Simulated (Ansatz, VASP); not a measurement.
# CdH2O2: VASP beside Ansatz

INCAR

```
PREC = Accurate
ENCUT = 600
EDIFF = 1E-6
ISMEAR = 0
SIGMA = 0.01
LREAL = F
LASPH = T
NELM = 120
ALGO = Normal
ISIF = 2
LWAVE = F
LCHARG = T
GGA = PS
LELF = T
LVHAR = T
NBANDS = 25
GGA_COMPAT = F
```

KPOINTS

```
regular mesh
0
Gamma
  6 6 4
```

The input POSCAR:

```
CdH2O2
1.0
    3.8903497420      0.0000000000      0.0000000000
   -1.9451748710      3.3691400183      0.0000000000
    0.0000000000      0.0000000000      4.4998360445
Cd H O
1 2 2
Direct
    0.3333333333      0.6666666667      0.9873000000
    0.0000000000      0.0000000000      0.0080800000
    0.6666666667      0.3333333333      0.4318900000
    0.0000000000      0.0000000000      0.7861900000
    0.6666666667      0.3333333333      0.2118900000
```

Input for Ansatz:

```yaml
crystal:
  lattice:
    - [3.890349741976793, 0.0, 0.0]
    - [-1.9451748709883965, 3.369140018275541, 0.0]
    - [0.0, 0.0, 4.499836044532897]
  atoms:
    - { symbol: Cd, position: [0.3333333333333333, 0.6666666666666666, 0.9873] }
    - { symbol: H, position: [0.0, 0.0, 0.00808] }
    - { symbol: H, position: [0.6666666666666666, 0.3333333333333333, 0.43189] }
    - { symbol: O, position: [0.0, 0.0, 0.78619] }
    - { symbol: O, position: [0.6666666666666666, 0.3333333333333333, 0.21189] }
basis:
  ecutwfc: 476.19925930478996
kpoints:
  mp_grid:
    grid: [6, 6, 4]
hamiltonian:
  xc: pbesol
scf:
  convergence:
    dr2_threshold: 1.0e-10
  occupations:
    method: fixed
output:
  stress: true
```

Alike in both runs: task single point; functional PBEsol; k mesh 6 × 6 × 4; no spin polarisation.

```csv
,VASP,Ansatz
version,VASP 6.6.1,Ansatz 0.2.0
potentials or method,"VASP PAW PBE potentials, release 64 (Cd_sv_GW, H, O), cutoff 600 eV","plane waves, PAW"
occupations,"gaussian, width 0.01 eV",fixed
valence electrons in the cell,34,34
```

Ansatz gave:

- pressure (GPa): -7.1
- traceless stress, the component that is largest in VASP (GPa): 1.19

Problem. Which values does VASP return?

Solution. Pressure (GPa): -7.3; traceless stress, the component that is largest in VASP (GPa): 1.60.

VASP's potentials were made for PBE, not for PBEsol.
